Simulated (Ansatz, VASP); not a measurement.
## PtSe2: VASP beside Ansatz

File INCAR:

```
  ALGO = Normal
  EDIFF = 1E-7
  ENCUT = 520
  GGA = CA
  ISIF = 2
  ISMEAR = -1
  LASPH = T
  LCHARG = F
  LREAL = F
  LWAVE = F
  NBANDS = 18
  NELM = 100
  PREC = Accurate
  SIGMA = 0.02
```

KPOINTS

```
k-points
0
Gamma
  12 12 10
```

File POSCAR:

```
PtSe2
1.0
    3.7240006046      0.0000000000      0.0000000000
   -1.8620003023      3.2250791273      0.0000000000
    0.0000000000      0.0000000000      5.0620000000
Pt Se
1 2
Direct
    0.0000000000      0.0000000000      0.0000000000
    0.3333333333      0.6666666667      0.2500000000
    0.6666666667      0.3333333333      0.7500000000
```

Input for Ansatz:

```yaml
crystal:
  lattice:
    - [3.7240006046, 0.0, 0.0]
    - [-1.8620003023, 3.2250791273, 0.0]
    - [0.0, 0.0, 5.062]
  atoms:
    - { symbol: Pt, position: [0.0, 0.0, 0.0] }
    - { symbol: Se, position: [0.3333333333, 0.6666666667, 0.25] }
    - { symbol: Se, position: [0.6666666667, 0.3333333333, 0.75] }
basis:
  ecutwfc: 420
kpoints:
  mp_grid: { grid: [12, 12, 10] }
hamiltonian:
  xc: lda
scf:
  occupations: { method: fermi_dirac, width: 0.02 }
output:
  forces: true
  stress: true
  eigenvalues: true
```

Alike in both runs: task single point; functional LDA; k mesh 12 × 12 × 10; occupations fermi-dirac, width 0.02 eV; no spin polarisation.

|  | VASP | Ansatz |
| --- | --- | --- |
| version | VASP 6.6.1 | Ansatz 0.2.0 |
| potentials or method | VASP PAW LDA potentials, release 64 (Pt, Se), cutoff 520 eV | scalar-relativistic, plane waves, PAW |
| valence electrons in the cell | 22 | 50 |

Ansatz gave:

| Item | Value |
| --- | --- |
| gap on the k mesh at the Fermi level (eV) | none |
| pressure (GPa) | -0.5 |
| traceless stress, the component that is largest in VASP (GPa) | -0.72 |
| rms of the force components (eV/Å) | 0.077 |

What did VASP give for the same quantities?

gap on the k mesh at the Fermi level (eV): none; pressure (GPa): -0.1; traceless stress, the component that is largest in VASP (GPa): -0.84; rms of the force components (eV/Å): 0.100.

LDA's correlation is that of Perdew and Zunger in VASP and of Perdew and Wang (1992) in Ansatz. Atom by atom the forces differ by 0.023 eV/Å (rms over components). A gap of «none» marks a metal or a gap that the smearing closes. VASP's potentials hold 22 valence electrons a cell and Ansatz's 50, so a difference there can come from the potentials and not from the codes.

Spin-orbit coupling is off throughout.
